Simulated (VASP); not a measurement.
# Pd (Fm-3m) in VASP: further runs

The runs below take Pd through single point, with BLYP+D4, SVWN5.

All numbers are computed with VASP 6.6.1; they aren't measurements. Logs are shortened: lines on timing, memory, paths and dates and some standing lists are left out, and cuts for length are marked.

### Step 1. The cell of the first run

It takes space group Fm-3m (No. 225, cubic). The conventional cell has a = 3.840 Å, b = 3.840 Å, c = 3.840 Å, α = 90.00°, β = 90.00°, γ = 90.00°. Within 3.6 Å of Pd (site symmetry m-3m) lie 12 Pd at 2.72 Å.

### Step 2. Single point, BLYP+D4

The input, INCAR:

```
  AGGAC = 1.0
  AGGAX = 1.0
  ALDAC = 0.0
  ALDAX = 1.0
  ALGO = Fast
  EDIFF = 1E-6
  ENCUT = 520
  GGA = B5
  ISIF = 2
  ISMEAR = -1
  IVDW = 13
  LASPH = T
  LCHARG = F
  LREAL = F
  LWAVE = F
  NBANDS = 11
  NELM = 60
  PREC = Accurate
  SIGMA = 0.05
  VDW_A1 = 0.44488865
  VDW_A2 = 4.0933009
  VDW_S6 = 1.0
  VDW_S8 = 2.34076671
```

The input, KPOINTS:

```
k-points
0
Gamma
  12 12 12
```

The input, POSCAR:

```
Pd
1.0
    0.0000000000      1.9201927211      1.9201927211
    1.9201927211      0.0000000000      1.9201927211
    1.9201927211      1.9201927211      0.0000000000
Pd
1
Direct
    0.0000000000      0.0000000000      0.0000000000
```

Potentials or basis: VASP PAW PBE potentials, release 64 (Pd).

Command:

```sh
$ cat potpaw_PBE.64/Pd/POTCAR > POTCAR
$ mpirun -np 1 vasp_std > vasp.out
```

OUTCAR:

```text
EDIFF = 1E-6
   ENCUT = 520
   GGA = B5
   ISIF = 2
   ISMEAR = -1
   IVDW = 13
   LASPH = T
   LREAL = F
   NELM = 60
   PREC = Accurate

 ion  position               nearest neighbor table
   1  0.000  0.000  0.000-

  LATTYP: Found a face centered cubic cell.
 ALAT       =     3.8403854422

  Lattice vectors:

 A1 = (   0.0000000000,   1.9201927211,   1.9201927211)
 A2 = (   1.9201927211,   0.0000000000,   1.9201927211)
 A3 = (   1.9201927211,   1.9201927211,   0.0000000000)

Analysis of symmetry for initial positions (statically):
[... 33 lines left out ...]
                                     Primitive cell

  volume of cell :      14.1600

  direct lattice vectors                    reciprocal lattice vectors
     0.000000000  1.920192721  1.920192721    -0.260390530  0.260390530  0.260390530
     1.920192721  0.000000000  1.920192721     0.260390530 -0.260390530  0.260390530
     1.920192721  1.920192721  0.000000000     0.260390530  0.260390530 -0.260390530

  length of vectors
     2.715562589  2.715562589  2.715562589     0.451009627  0.451009627  0.451009627

  position of ions in fractional coordinates (direct lattice)
     0.000000000  0.000000000  0.000000000

  ion indices of the primitive-cell ions
   primitive index   ion index
                 1           1

----------------------------------------------------------------------------------------

 KPOINTS: k-points

Automatic generation of k-mesh.
 Grid dimensions read from file:
 generate k-points for:   12   12   12

 Generating k-lattice:

  Cartesian coordinates                     Fractional coordinates (reciprocal lattice)
    -0.021699211  0.021699211  0.021699211     0.083333333  0.000000000  0.000000000
     0.021699211 -0.021699211  0.021699211     0.000000000  0.083333333  0.000000000
     0.021699211  0.021699211 -0.021699211     0.000000000  0.000000000  0.083333333

  Length of vectors
     0.037584136  0.037584136  0.037584136

  Shift w.r.t. Gamma in fractional coordinates (k-lattice)
     0.000000000  0.000000000  0.000000000

 Subroutine IBZKPT returns following result:
 ===========================================

 Found     72 irreducible k-points:

 Following reciprocal coordinates:
            Coordinates               Weight
  0.000000  0.000000  0.000000      1.000000
  0.083333  0.000000  0.000000      8.000000
  0.166667  0.000000  0.000000      8.000000
  0.250000  0.000000  0.000000      8.000000
  0.333333  0.000000  0.000000      8.000000
  0.416667  0.000000  0.000000      8.000000
[... 16 lines left out ...]
  0.500000  0.166667  0.000000     24.000000
 -0.416667  0.166667  0.000000     24.000000
 [... further k-points ...]
   k-points           NKPTS =     72   k-points in BZ     NKDIM =     72   number of bands    NBANDS=     11
   number of dos      NEDOS =    301   number of ions     NIONS =      1
   total plane-waves  NPLWV =   8000
   dimension x,y,z NGX =    20 NGY =   20 NGZ =   20
   dimension x,y,z NGXF=    40 NGYF=   40 NGZF=   40
   ions per type =               1
   NGX,Y,Z   is equivalent  to a cutoff of  12.24, 12.24, 12.24 a.u.
   NGXF,Y,Z  is equivalent  to a cutoff of  24.49, 24.49, 24.49 a.u.
 SYSTEM =  unknown system
   PREC   = accura    normal or accurate (medium, high low for compatibility)
   ISTART =      0    job   : 0-new  1-cont  2-samecut
   ICHARG =      2    charge: 1-file 2-atom 10-const
   ISPIN  =      1    spin polarized calculation?
   LNONCOLLINEAR =      F non collinear calculations
   LSORBIT =      F    spin-orbit coupling
   LASPH  =      T    aspherical Exc in radial PAW
   ENCUT  =  520.0 eV  38.22 Ry    6.18 a.u.   5.05  5.05  5.05*2*pi/ulx,y,z
   NELM   =     60;   NELMIN=  2; NELMDL= -5     # of ELM steps
   EDIFF  = 0.1E-05   stopping-criterion for ELM
   LREAL  =      F    real-space projection
   EDIFFG = 0.1E-04   stopping-criterion for IOM
   NSW    =      0    number of steps for IOM
   IBRION =     -1    ionic relax: 0-MD 1-quasi-New 2-CG
   NFREE  =      0    steps in history (QN), initial steepest desc. (CG)
   ISIF   =      2    stress and relaxation
   ISYM   =      2    0-nonsym 1-usesym 2-fastsym
   POTIM  = 0.5000    time-step for ionic-motion
   TEBEG  =    0.0;   TEEND  =   0.0 temperature during run
   PSTRESS=    0.0 pullay stress
   NELECT =      10.0000    total number of electrons
   NUPDOWN=      -1.0000    fix difference up-down
   EMIN   =  10.00;   EMAX   =-10.00  energy-range for DOS
   EFERMI =   0.00;   METHOD = LEGACY
   ISMEAR =    -1;   SIGMA  =   0.05  broadening in eV -4-tet -1-fermi 0-gaus
   EFERMI_NEDOS =   21; number of points for ismear=-14 and -15
   IALGO  =     68    algorithm
   IMIX   =      4    mixing-type and parameters
     AMIX     =   0.40;   BMIX     =  1.00
     AMIX_MAG =   1.60;   BMIX_MAG =  1.00
  volume/ion in A,a.u.               =      14.16        95.56
  Fermi-wavevector in a.u.,A,eV,Ry     =   1.457874  2.754983 28.917779  2.125397
[... 104 lines left out ...]
      1       5.4886      2.00000
      2       7.9721      2.00000
      3       7.9721      2.00000
      4      10.7931      1.96037
      5      10.7931      1.96037
      6      11.1318      0.10708
      7      20.1190      0.00000
      8      28.2040      0.00000
      9      33.0505      0.00000
     10      33.0505      0.00000
     11      36.7406      0.00000

 k-point     7 :       0.5000    0.0000    0.0000
  band No.  band energies     occupation
      1       5.4319      2.00000
      2       7.9109      2.00000
      3       7.9109      2.00000
      4      10.9797      1.08447
      5      10.9797      1.08446
      6      12.2050      0.00000
      7      18.7079      0.00000
      8      27.9393      0.00000
      9      32.5374      0.00000
     10      32.5374      0.00000
     11      36.7360      0.00000

 k-point     8 :       0.0833    0.0833    0.0000
  band No.  band energies     occupation
      1       4.0711      2.00000
      2       7.7730      2.00000
      3       8.1284      2.00000
      4       8.1284      2.00000
      5       9.4767      2.00000
      6       9.7540      2.00000
      7      28.9413      0.00000
      8      32.3988      0.00000
      9      33.1968      0.00000
     10      33.1968      0.00000
     11      36.7352      0.00000
[... 141 lines left out ...]
 k-point    19 :       0.1667    0.1667    0.0000
  band No.  band energies     occupation
      1       5.0029      2.00000
      2       7.2778      2.00000
      3       8.6034      2.00000
      4       8.6034      2.00000
      5       9.0415      2.00000
      6       9.9715      2.00000
      7      30.0132      0.00000
      8      31.0985      0.00000
      9      32.0370      0.00000
     10      32.0370      0.00000
     11      36.7155      0.00000

 k-point    20 :       0.2500    0.1667    0.0000
  band No.  band energies     occupation
      1       5.6505      2.00000
      2       7.0302      2.00000
      3       8.5169      2.00000
      4       8.8540      2.00000
      5       9.4318      2.00000
      6      10.1703      2.00000
      7      28.6733      0.00000
      8      30.4937      0.00000
      9      31.1786      0.00000
     10      32.4884      0.00000
     11      37.1655      0.00000

 k-point    21 :       0.3333    0.1667    0.0000
  band No.  band energies     occupation
      1       6.0964      2.00000
      2       7.1737      2.00000
      3       8.1703      2.00000
      4       8.8653      2.00000
      5      10.5546      1.99966
      6      10.6108      1.99895
      7      25.5258      0.00000
      8      29.8433      0.00000
      9      30.4825      0.00000
     10      32.7385      0.00000
     11      37.5812      0.00000

 k-point    22 :       0.4167    0.1667    0.0000
  band No.  band energies     occupation
      1       6.0666      2.00000
      2       7.5499      2.00000
      3       8.2127      2.00000
      4       8.7147      2.00000
      5      10.9307      1.51919
      6      12.3251      0.00000
      7      22.2769      0.00000
      8      28.8228      0.00000
      9      30.1032      0.00000
     10      31.9466      0.00000
     11      36.7726      0.00000

 k-point    23 :       0.5000    0.1667    0.0000
  band No.  band energies     occupation
      1       6.0149      2.00000
      2       7.4690      2.00000
      3       8.5578      2.00000
      4       8.7849      2.00000
      5      11.0264      0.63553
      6      14.3048      0.00000
      7      19.4874      0.00000
      8      27.9626      0.00000
      9      30.3505      0.00000
     10      30.9043      0.00000
     11      36.7605      0.00000

 k-point    24 :      -0.4167    0.1667    0.0000
  band No.  band energies     occupation
      1       6.0711      2.00000
      2       7.4729      2.00000
      3       8.4831      2.00000
      4       9.0075      2.00000
      5      10.7360      1.98720
      6      14.8815      0.00000
      7      18.9721      0.00000
      8      27.3892      0.00000
      9      30.3520      0.00000
     10      31.4348      0.00000
     11      36.7744      0.00000

 [... further k-points ...]

------------------------ aborting loop because EDIFF is reached ----------------------------------------

  DFT-D4 for vdW energy calculation

  Edisp (eV):   -0.98595

  FORCE on cell =-STRESS in cart. coord.  units (eV):
  Direction    XX          YY          ZZ          XY          YZ          ZX
  --------------------------------------------------------------------------------------
  -------------------------------------------------------------------------------------
  Total       1.57592     1.57592     1.57592    -0.00000    -0.00000    -0.00000
  in kB     178.31168   178.31168   178.31168    -0.00000    -0.00000    -0.00000
  external pressure =      178.31 kB  Pullay stress =        0.00 kB

 VOLUME and BASIS-vectors are now :
 -----------------------------------------------------------------------------
  energy-cutoff  :      520.00
  volume of cell :       14.16
      direct lattice vectors                 reciprocal lattice vectors
     0.000000000  1.920192721  1.920192721    -0.260390530  0.260390530  0.260390530
     1.920192721  0.000000000  1.920192721     0.260390530 -0.260390530  0.260390530
     1.920192721  1.920192721  0.000000000     0.260390530  0.260390530 -0.260390530

 POSITION                                       TOTAL-FORCE (eV/Angst)
 -----------------------------------------------------------------------------------
      0.00000      0.00000      0.00000        -0.000000      0.000000      0.000000
 -----------------------------------------------------------------------------------
    total drift:                               -0.000000     -0.000000     -0.000000

  FREE ENERGIE OF THE ION-ELECTRON SYSTEM (eV)
  ---------------------------------------------------
  free  energy   TOTEN  =        -5.2073254638 eV

  energy  without entropy=       -5.1891036789  energy(sigma->0) =       -5.19821457
```

Wall time 12 s (1 thread of AMD EPYC 7R43 (Zen 3), shared host); peak memory 0.09 GiB.

What came out:

```yaml
Free_energy: -5.2073 eV
Pressure: 17.8 GPa
Band_gap_on_the_k_mesh: zero (band 5 reaches 11.33 eV, above the bottom of band 6 at 9.61 eV)
Dispersion_energy_per_atom: -0.986 eV
```

Caveat: the PAW data sets were made with another functional, which shifts forces and pressure a little; pairwise dispersion overbinds metals, which lowers pressure and volume.

### Step 3. Single point, BLYP+D4

This run uses another cell than the first one, of 14.46 Å³/atom, 1.021 times its volume.

The input, INCAR:

```
SYSTEM = Pd
PREC     = Accurate       ! precision mode
ENCUT    = 520            ! plane-wave cutoff, eV
EDIFF    = 1E-7           ! SCF threshold, eV
ISMEAR   = -1             ! smearing method
SIGMA    = 0.05           ! smearing width, eV
LREAL    = .False.        ! projectors in reciprocal space
LASPH    = .True.         ! aspherical terms in the spheres
NELM     = 80             ! most SCF steps
ALGO     = Fast           ! electronic algorithm
ISIF     = 2              ! what is computed and relaxed
LWAVE    = .False.        ! write WAVECAR
LCHARG   = .False.        ! write CHGCAR
GGA      = B5             ! functional
ALDAX    = 1.0          
AGGAX    = 1.0          
AGGAC    = 1.0          
ALDAC    = 0.0          
IVDW     = 13             ! dispersion correction
VDW_S6   = 1.0          
VDW_S8   = 2.34076671   
VDW_A1   = 0.44488865   
VDW_A2   = 4.0933009    
NBANDS   = 11             ! bands
```

The input, KPOINTS:

```
Automatic mesh
0
Gamma
  12 12 12
  0 0 0
```

The input, POSCAR:

```
Pd
1.0
    0.0000000000      1.9334358480      1.9334358480
    1.9334358480      0.0000000000      1.9334358480
    1.9334358480      1.9334358480      0.0000000000
Pd
1
Direct
    0.0000000000      0.0000000000      0.0000000000
```

Potentials or basis: VASP PAW PBE potentials, release 64 (Pd).

Command:

```sh
$ cat potpaw_PBE.64/Pd/POTCAR > POTCAR
$ mpirun -np 1 vasp_std > vasp.out
```

Wall time 13 s (1 thread of AMD EPYC 7R43 (Zen 3), shared host); peak memory 0.1 GiB.

It converged, with:

```yaml
Free_energy: -5.2356 eV
Pressure: 12.8 GPa
Band_gap_on_the_k_mesh: zero (band 5 reaches 10.95 eV, above the bottom of band 6 at 9.29 eV)
Dispersion_energy_per_atom: -0.966 eV
```

Levels at points of the mesh, in eV from the Fermi level:
```tsv
k point	band 2	band 3	band 4	band 5	band 6	band 7	band 8	band 9
(0.00, 0.00, 0.00)	-2.92	-2.92	-2.92	-1.27	-1.27	17.54	22.27	22.27
(0.50, 0.00, 0.00)	-2.97	-2.97	-0.01	-0.01	1.26	7.55	16.94	21.34
(0.50, 0.50, 0.00)	-5.23	-0.05	0.32	0.32	3.57	11.10	13.44	13.44
```

Caveat: the PAW data sets were made with another functional, which shifts forces and pressure a little; pairwise dispersion overbinds metals, which lowers pressure and volume.

### Step 4. Single point, BLYP+D4

This run uses another cell than the first one, of 14.75 Å³/atom, 1.042 times its volume.

The input, INCAR:

```
  PREC = Accurate
  ENCUT = 520
  EDIFF = 1E-7
  ISMEAR = -1
  SIGMA = 0.05
  LREAL = F
  LASPH = T
  NELM = 80
  ALGO = Normal
  ISIF = 2
  LWAVE = F
  LCHARG = T
  GGA = B5
  ALDAX = 1.0
  AGGAX = 1.0
  AGGAC = 1.0
  ALDAC = 0.0
  IVDW = 13
  VDW_S6 = 1.0
  VDW_S8 = 2.34076671
  VDW_A1 = 0.44488865
  VDW_A2 = 4.0933009
  LELF = T
  LVHAR = T
  NBANDS = 11
```

The input, KPOINTS:

```
regular mesh
0
Gamma
  12 12 12
```

The input, POSCAR:

```
Pd
1.0
    0.0000000000      1.9465000000      1.9465000000
    1.9465000000      0.0000000000      1.9465000000
    1.9465000000      1.9465000000      0.0000000000
Pd
1
Direct
    0.0000000000      0.0000000000      0.0000000000
```

Command:

```sh
$ cat potpaw_PBE.64/Pd/POTCAR > POTCAR
$ mpirun -np 1 vasp_std > vasp.out
```

Wall time 13 s (1 thread of AMD EPYC 7R43 (Zen 3), shared host); peak memory 0.1 GiB.

The run converged. Its results:

```
Free energy                : -5.2551 eV
Pressure                   : 8.3 GPa
Band gap on the k mesh     : zero (band 5 reaches 10.59 eV, above the bottom of band 6 at 8.98 eV)
Dispersion energy per atom : -0.947 eV
```

Levels at points of the mesh, in eV from the Fermi level:
| k point | band 2 | band 3 | band 4 | band 5 | band 6 | band 7 | band 8 | band 9 |
| --- | --- | --- | --- | --- | --- | --- | --- | --- |
| (0.00, 0.00, 0.00) | -2.83 | -2.83 | -2.83 | -1.23 | -1.23 | 17.54 | 22.14 | 22.14 |
| (0.50, 0.00, 0.00) | -2.88 | -2.88 | -0.01 | -0.01 | 1.30 | 7.38 | 16.93 | 21.14 |
| (0.50, 0.50, 0.00) | -5.06 | -0.05 | 0.31 | 0.31 | 3.57 | 10.88 | 13.33 | 13.33 |

Caveat: the PAW data sets were made with another functional, which shifts forces and pressure a little; pairwise dispersion overbinds metals, which lowers pressure and volume.

### Step 5. Single point, SVWN5

The input, INCAR:

```
PREC     = Accurate       # precision mode
ENCUT    = 520            # plane-wave cutoff, eV
EDIFF    = 1E-7           # SCF threshold, eV
ISMEAR   = -1             # smearing method
SIGMA    = 0.05           # smearing width, eV
LREAL    = False          # projectors in reciprocal space
LASPH    = True           # aspherical terms in the spheres
NELM     = 100            # most SCF steps
ALGO     = Normal         # electronic algorithm
ISIF     = 2              # what is computed and relaxed
LWAVE    = False          # write WAVECAR
LCHARG   = True           # write CHGCAR
GGA      = VW             # functional
LELF     = True           # ELF
LVHAR    = True         
NBANDS   = 11             # bands
```

The input, KPOINTS:

```
Automatic mesh
0
Gamma
  12 12 12
```

The input, POSCAR:

```
Pd
1.0
    0.0000000000      1.9201927211      1.9201927211
    1.9201927211      0.0000000000      1.9201927211
    1.9201927211      1.9201927211      0.0000000000
Pd
1
Direct
    0.0000000000      0.0000000000      0.0000000000
```

Command:

```sh
$ cat potpaw_PBE.64/Pd/POTCAR > POTCAR
$ mpirun -np 1 vasp_std > vasp.out
```

Wall time 8.5 s (1 thread of AMD EPYC 7R43 (Zen 3), shared host); peak memory 0.09 GiB.

Results (log left out):

* Free energy: -6.4991 eV
* Pressure: -1.0 GPa
* Band gap on the k mesh: zero (band 5 reaches 10.44 eV, above the bottom of band 6 at 8.74 eV)

Levels at points of the mesh, in eV from the Fermi level:
```csv
k point,band 2,band 3,band 4,band 5,band 6,band 7,band 8,band 9
"(0.00, 0.00, 0.00)",-3.04,-3.04,-3.04,-1.28,-1.28,17.25,22.19,22.19
"(0.50, 0.00, 0.00)",-3.08,-3.08,0.00,0.00,0.88,7.57,16.63,21.38
"(0.50, 0.50, 0.00)",-5.46,-0.01,0.34,0.34,3.27,11.14,13.33,13.33
```

Caveat: the PAW data sets were made with another functional, which shifts forces and pressure a little.

### Step 6. Overview

```csv
level,cell,gap on the mesh (eV),pressure (GPa)
BLYP+D4,"a = 2.716 Å, angles 60.0°, 1 atom",none,17.8
BLYP+D4,"a = 2.734 Å, angles 60.0°, 1 atom",none,12.8
BLYP+D4,"a = 2.753 Å, angles 60.0°, 1 atom",none,8.3
SVWN5,"a = 2.716 Å, angles 60.0°, 1 atom",none,-1.0
```

Alike in all rows: task single point; potentials or basis VASP PAW PBE potentials, release 64 (Pd); no spin polarisation; k mesh 12 × 12 × 12; cutoff (eV) 520; smearing fermi-dirac 0.05 eV.

Caveats: the PAW data sets were made with another functional, which shifts forces and pressure a little; pairwise dispersion overbinds metals, which lowers pressure and volume (some runs).

Absolute energies hang on the potentials; compare differences alone.
